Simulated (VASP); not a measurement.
# Au (Fm-3m) in VASP: notebook, part 2 of 2

VASP 6.6.1. Earlier steps stand in the parts before.

## Step 3: Single point, LDA (volume scaled by 0.8)

File INCAR:

```
PREC     = Accurate       # precision mode
ENCUT    = 520            # plane-wave cutoff, eV
EDIFF    = 1E-7           # SCF threshold, eV
ISMEAR   = -1             # smearing method
SIGMA    = 0.08           # smearing width, eV
LREAL    = F              # projectors in reciprocal space
LASPH    = T              # aspherical terms in the spheres
NELM     = 80             # most SCF steps
ALGO     = Normal         # electronic algorithm
ISIF     = 2              # what is computed and relaxed
LWAVE    = F              # write WAVECAR
LCHARG   = T              # write CHGCAR
LELF     = T              # ELF
LVHAR    = T            
NBANDS   = 12             # bands
```

File KPOINTS:

```
regular mesh
0
Gamma
  18 18 18
```

File POSCAR:

```
Au
1.0
    0.0000000000      1.8790180219      1.8790180219
    1.8790180219      0.0000000000      1.8790180219
    1.8790180219      1.8790180219      0.0000000000
Au
1
Direct
    0.0000000000      0.0000000000      0.0000000000
```

Potentials or basis: VASP PAW LDA potentials, release 64 (Au).

Launch:

```sh
> cat potpaw_LDA.64/Au/POTCAR > POTCAR
> mpirun -np 1 vasp_std > vasp.out
```

OUTCAR:

```text
PREC = Accurate
   ENCUT = 520
   EDIFF = 1E-7
   ISMEAR = -1
   LREAL = F
   LASPH = T
   NELM = 80
   ISIF = 2

 ion  position               nearest neighbor table
   1  0.000  0.000  0.000-

  LATTYP: Found a face centered cubic cell.
 ALAT       =     3.7580360438

  Lattice vectors:

 A1 = (   0.0000000000,   1.8790180219,   1.8790180219)
 A2 = (   1.8790180219,   0.0000000000,   1.8790180219)
 A3 = (   1.8790180219,   1.8790180219,   0.0000000000)

Analysis of symmetry for initial positions (statically):
=====================================================================
 Subroutine PRICEL returns:
 Original cell was already a primitive cell.

 Routine SETGRP: Setting up the symmetry group for a
 face centered cubic supercell.

 Subroutine GETGRP returns: Found 48 space group operations
 (whereof 48 operations were pure point group operations)
 out of a pool of 48 trial point group operations.

The static configuration has the point symmetry O_h .

Analysis of symmetry for dynamics (positions and initial velocities):
=====================================================================
 Subroutine PRICEL returns:
 Original cell was already a primitive cell.

 Routine SETGRP: Setting up the symmetry group for a
 face centered cubic supercell.

 Subroutine GETGRP returns: Found 48 space group operations
 (whereof 48 operations were pure point group operations)
 out of a pool of 48 trial point group operations.

The dynamic configuration has the point symmetry O_h .

 Subroutine INISYM returns: Found 48 space group operations
 (whereof 48 operations are pure point group operations),
 and found     1 'primitive' translations

----------------------------------------------------------------------------------------

                                     Primitive cell

  volume of cell :      13.2685

  direct lattice vectors                    reciprocal lattice vectors
     0.000000000  1.879018022  1.879018022    -0.266096437  0.266096437  0.266096437
     1.879018022  0.000000000  1.879018022     0.266096437 -0.266096437  0.266096437
     1.879018022  1.879018022  0.000000000     0.266096437  0.266096437 -0.266096437

  length of vectors
     2.657332771  2.657332771  2.657332771     0.460892548  0.460892548  0.460892548

  position of ions in fractional coordinates (direct lattice)
     0.000000000  0.000000000  0.000000000

  ion indices of the primitive-cell ions
   primitive index   ion index
                 1           1

----------------------------------------------------------------------------------------

 KPOINTS: regular mesh

Automatic generation of k-mesh.
 Grid dimensions read from file:
 generate k-points for:   18   18   18

 Generating k-lattice:

  Cartesian coordinates                     Fractional coordinates (reciprocal lattice)
    -0.014783135  0.014783135  0.014783135     0.055555556  0.000000000  0.000000000
     0.014783135 -0.014783135  0.014783135     0.000000000  0.055555556  0.000000000
     0.014783135  0.014783135 -0.014783135     0.000000000  0.000000000  0.055555556

  Length of vectors
     0.025605142  0.025605142  0.025605142

  Shift w.r.t. Gamma in fractional coordinates (k-lattice)
     0.000000000  0.000000000  0.000000000

 Subroutine IBZKPT returns following result:
 ===========================================

 Found    195 irreducible k-points:

 Following reciprocal coordinates:
            Coordinates               Weight
  0.000000  0.000000  0.000000      1.000000
  0.055556  0.000000  0.000000      8.000000
  0.111111  0.000000  0.000000      8.000000
  0.166667  0.000000  0.000000      8.000000
  0.222222  0.000000  0.000000      8.000000
  0.277778  0.000000  0.000000      8.000000
[... 16 lines left out ...]
 -0.277778  0.055556  0.000000     24.000000
 -0.222222  0.055556  0.000000     24.000000
 [... further k-points ...]
   k-points           NKPTS =    195   k-points in BZ     NKDIM =    195   number of bands    NBANDS=     12
   number of dos      NEDOS =    301   number of ions     NIONS =      1
   total plane-waves  NPLWV =   8000
   dimension x,y,z NGX =    20 NGY =   20 NGZ =   20
   dimension x,y,z NGXF=    40 NGYF=   40 NGZF=   40
   ions per type =               1
   NGX,Y,Z   is equivalent  to a cutoff of  12.51, 12.51, 12.51 a.u.
   NGXF,Y,Z  is equivalent  to a cutoff of  25.02, 25.02, 25.02 a.u.
 SYSTEM =  unknown system
   PREC   = accura    normal or accurate (medium, high low for compatibility)
   ISTART =      0    job   : 0-new  1-cont  2-samecut
   ICHARG =      2    charge: 1-file 2-atom 10-const
   ISPIN  =      1    spin polarized calculation?
   LNONCOLLINEAR =      F non collinear calculations
   LSORBIT =      F    spin-orbit coupling
   LASPH  =      T    aspherical Exc in radial PAW
   ENCUT  =  520.0 eV  38.22 Ry    6.18 a.u.   4.94  4.94  4.94*2*pi/ulx,y,z
   NELM   =     80;   NELMIN=  2; NELMDL= -5     # of ELM steps
   EDIFF  = 0.1E-06   stopping-criterion for ELM
   LREAL  =      F    real-space projection
   EDIFFG = 0.1E-05   stopping-criterion for IOM
   NSW    =      0    number of steps for IOM
   IBRION =     -1    ionic relax: 0-MD 1-quasi-New 2-CG
   NFREE  =      0    steps in history (QN), initial steepest desc. (CG)
   ISIF   =      2    stress and relaxation
   ISYM   =      2    0-nonsym 1-usesym 2-fastsym
   POTIM  = 0.5000    time-step for ionic-motion
   TEBEG  =    0.0;   TEEND  =   0.0 temperature during run
   PSTRESS=    0.0 pullay stress
   NELECT =      11.0000    total number of electrons
   NUPDOWN=      -1.0000    fix difference up-down
   EMIN   =  10.00;   EMAX   =-10.00  energy-range for DOS
   EFERMI =   0.00;   METHOD = LEGACY
   ISMEAR =    -1;   SIGMA  =   0.08  broadening in eV -4-tet -1-fermi 0-gaus
   EFERMI_NEDOS =   21; number of points for ismear=-14 and -15
   IALGO  =     38    algorithm
   IMIX   =      4    mixing-type and parameters
     AMIX     =   0.40;   BMIX     =  1.00
     AMIX_MAG =   1.60;   BMIX_MAG =  1.00
  volume/ion in A,a.u.               =      13.27        89.54
  Fermi-wavevector in a.u.,A,eV,Ry     =   1.537912  2.906232 32.180131  2.365173
  Thomas-Fermi vector in A             =   2.644354
   LORBIT       =      0    0 simple, 1 ext, 2 COOP (PROOUT), +10 PAW based schemes
   GGA     = CA    functional components
   LHFCALC =     F    Hartree Fock is set to
   AEXX    =    0.0000 exact exchange contribution
   IVDW    =     0    specifies the selected vdW correction
   LEPSILON=     F    determine dielectric tensor
   LRPA    =     F    only Hartree local field effects (RPA)
 non-spin polarized calculation
  energy-cutoff  :      520.00
  volume of cell :       13.27
 maximum number of plane-waves:       369
   NGX =  9   NGY =  9   NGZ =  9

 number of electron      11.0000001 magnetization

 Free energy of the ion-electron system (eV)
  ---------------------------------------------------
  ext. energy  EPLUGINS =         0.00000000
  ---------------------------------------------------
  free energy    TOTEN  =        -3.77093438 eV

  energy without entropy =       -3.76451989  energy(sigma->0) =       -3.76772714

 E-fermi :  14.3537     XC(G=0): -14.4735

 val. band max:       14.3175588986   @ k =  -0.2222   0.2778   0.1111
 cond. band min:      14.4070502115   @ k =   0.5000   0.3333   0.1667
 fundamental gap:      0.0894913129
 Fermi energy:        14.3537024942

 k-point     1 :       0.0000    0.0000    0.0000
  band No.  band energies     occupation
      1       1.2770      2.00000
      2       7.8185      2.00000
      3       7.8185      2.00000
      4       7.8185      2.00000
      5      10.1877      2.00000
      6      10.1877      2.00000
      7      27.9038      0.00000
      8      33.3482      0.00000
      9      33.3482      0.00000
     10      33.3482      0.00000
     11      39.2819      0.00000
     12      47.4882      0.00000

 k-point     2 :       0.0556    0.0000    0.0000
  band No.  band energies     occupation
      1       1.4144      2.00000
      2       7.7584      2.00000
      3       7.8737      2.00000
      4       7.8737      2.00000
      5      10.1564      2.00000
      6      10.1564      2.00000
      7      28.1211      0.00000
      8      32.6457      0.00000
      9      33.5637      0.00000
     10      33.5637      0.00000
     11      40.0862      0.00000
     12      45.6923      0.00000
[... 316 lines left out ...]
 k-point    24 :      -0.2222    0.0556    0.0000
  band No.  band energies     occupation
      1       3.4704      2.00000
      2       7.3567      2.00000
      3       8.2570      2.00000
      4       8.3216      2.00000
      5       9.9770      2.00000
      6      10.7400      2.00000
      7      27.1929      0.00000
      8      30.0984      0.00000
      9      35.2250      0.00000
     10      36.6773      0.00000
     11      37.9354      0.00000
     12      40.1874      0.00000

 [... further k-points ...]
[... 5 lines left out ...]
  --------------------------------------------------------------------------------------
  -------------------------------------------------------------------------------------
  Total        6.8016801      6.8016801      6.8016801      0.0000000      0.0000000     -0.0000000
  in kB      821.3040270    821.3040270    821.3040270      0.0000000      0.0000000     -0.0000000
  external PRESSURE =     821.3040270 kB  Pullay stress =       0.0000000 kB

 VOLUME and BASIS-vectors are now :
 -----------------------------------------------------------------------------
  energy-cutoff  :      520.00
  volume of cell :       13.27
      direct lattice vectors                 reciprocal lattice vectors
     0.000000000  1.879018022  1.879018022    -0.266096437  0.266096437  0.266096437
     1.879018022  0.000000000  1.879018022     0.266096437 -0.266096437  0.266096437
     1.879018022  1.879018022  0.000000000     0.266096437  0.266096437 -0.266096437

 POSITION                                       TOTAL-FORCE (eV/Angst)
 -----------------------------------------------------------------------------------
      0.00000      0.00000      0.00000        -0.000000      0.000000     -0.000000
 -----------------------------------------------------------------------------------
    total drift:                               -0.000000     -0.000000     -0.000000

  FREE ENERGIE OF THE ION-ELECTRON SYSTEM (eV)
  ---------------------------------------------------
  free  energy   TOTEN  =        -3.7709343812 eV

  energy  without entropy=       -3.7645198943  energy(sigma->0) =       -3.76772714
```

It took 17 s on 1 thread of AMD EPYC 9R45 (Zen 5), shared host; peak memory 0.11 GiB.

What came out:

```
Free energy : -3.7709 eV
Pressure    : 82.1 GPa
```

Caveat: spin-orbit coupling is left out, which moves the levels of the heavy elements.

## Step 4: Single point, LDA (volume scaled by 0.88)

File INCAR:

```
SYSTEM = Au
  PREC = Accurate
  ENCUT = 520
  EDIFF = 1E-7
  ISMEAR = -1
  SIGMA = 0.08
  LREAL = .False.
  LASPH = .True.
  NELM = 60
  ALGO = Normal
  ISIF = 2
  LWAVE = .False.
  LCHARG = .True.
  GGA = CA
  LELF = .True.
  LVHAR = .True.
  NBANDS = 12
```

File KPOINTS:

```
Automatic mesh
0
Gamma
  18 18 18
  0 0 0
```

File POSCAR:

```
Au
1.0
    0.0000000000      1.9396729406      1.9396729406
    1.9396729406      0.0000000000      1.9396729406
    1.9396729406      1.9396729406      0.0000000000
Au
1
Direct
    0.0000000000      0.0000000000      0.0000000000
```

Launch:

```sh
> cat potpaw_LDA.64/Au/POTCAR > POTCAR
> mpirun -np 1 vasp_std > vasp.out
```

Run time: 33 s. Hardware: 1 thread of AMD EPYC 7R13, shared host; peak memory 0.14 GiB.

Results (log left out):

| Property | Result |
| --- | --- |
| Free energy | -4.2464 eV |
| Pressure | 36.4 GPa |

Levels at points of the mesh, in eV from the Fermi level:
```tsv
k point	band 2	band 3	band 4	band 5	band 6	band 7	band 8	band 9	band 10	band 11
(0.00, 0.00, 0.00)	-5.73	-5.73	-5.73	-3.72	-3.72	14.04	18.91	18.91	18.91	24.47
(0.50, 0.00, 0.00)	-5.79	-5.79	-2.14	-2.14	-1.84	3.92	13.54	18.04	18.04	27.35
(0.50, 0.50, 0.00)	-8.40	-2.18	-1.71	-1.71	0.44	7.07	10.26	10.26	18.95	22.11
```

Caveat: spin-orbit coupling is left out, which moves the levels of the heavy elements.

## Step 5: Single point, LDA (volume scaled by 0.94)

File INCAR:

```
SYSTEM = Au
PREC = Accurate
ENCUT = 520
EDIFF = 1E-7
ISMEAR = -1
SIGMA = 0.08
LREAL = .FALSE.
LASPH = .TRUE.
NELM = 80
ALGO = Normal
ISIF = 2
LWAVE = .FALSE.
LCHARG = .FALSE.
GGA = CA
NBANDS = 12
```

File KPOINTS:

```
Automatic mesh
0
G
  18 18 18
  0 0 0
```

File POSCAR:

```
Au
1.0
    0.0000000000      1.9827908268      1.9827908268
    1.9827908268      0.0000000000      1.9827908268
    1.9827908268      1.9827908268      0.0000000000
Au
1
Direct
    0.0000000000      0.0000000000      0.0000000000
```

Launch:

```sh
> cat potpaw_LDA.64/Au/POTCAR > POTCAR
> mpirun -np 1 vasp_std > vasp.out
```

Wall time 36 s (1 thread of AMD EPYC 7R13, shared host); peak memory 0.16 GiB.

The run converged. Its results:

```yaml
Free_energy: -4.4025 eV
Pressure: 14.9 GPa
```

Levels at points of the mesh, in eV from the Fermi level:
| k point | band 2 | band 3 | band 4 | band 5 | band 6 | band 7 | band 8 | band 9 | band 10 | band 11 |
| --- | --- | --- | --- | --- | --- | --- | --- | --- | --- | --- |
| (0.00, 0.00, 0.00) | -5.25 | -5.25 | -5.25 | -3.46 | -3.46 | 14.28 | 18.76 | 18.76 | 18.76 | 24.09 |
| (0.50, 0.00, 0.00) | -5.30 | -5.30 | -2.05 | -2.05 | -1.46 | 3.54 | 13.76 | 17.64 | 17.64 | 26.30 |
| (0.50, 0.50, 0.00) | -7.65 | -2.09 | -1.67 | -1.67 | 0.68 | 6.49 | 10.14 | 10.14 | 18.22 | 21.12 |

Caveat: spin-orbit coupling is left out, which moves the levels of the heavy elements.

## Step 6: Overview

```tsv
cell	gap on the mesh (eV)	pressure (GPa)
a = 2.657 Å, angles 60.0°, 1 atom	none	82.1
a = 2.743 Å, angles 60.0°, 1 atom	none	36.4
a = 2.804 Å, angles 60.0°, 1 atom	none	14.9
```

Alike in all rows: task single point; level LDA; potentials or basis VASP PAW LDA potentials, release 64 (Au); no spin polarisation; k mesh 18 × 18 × 18; cutoff (eV) 520; smearing fermi-dirac 0.08 eV.

Caveats: spin-orbit coupling is left out, which moves the levels of the heavy elements.

Total energies depend on the potentials used, so only differences within one code and one set of settings carry meaning.
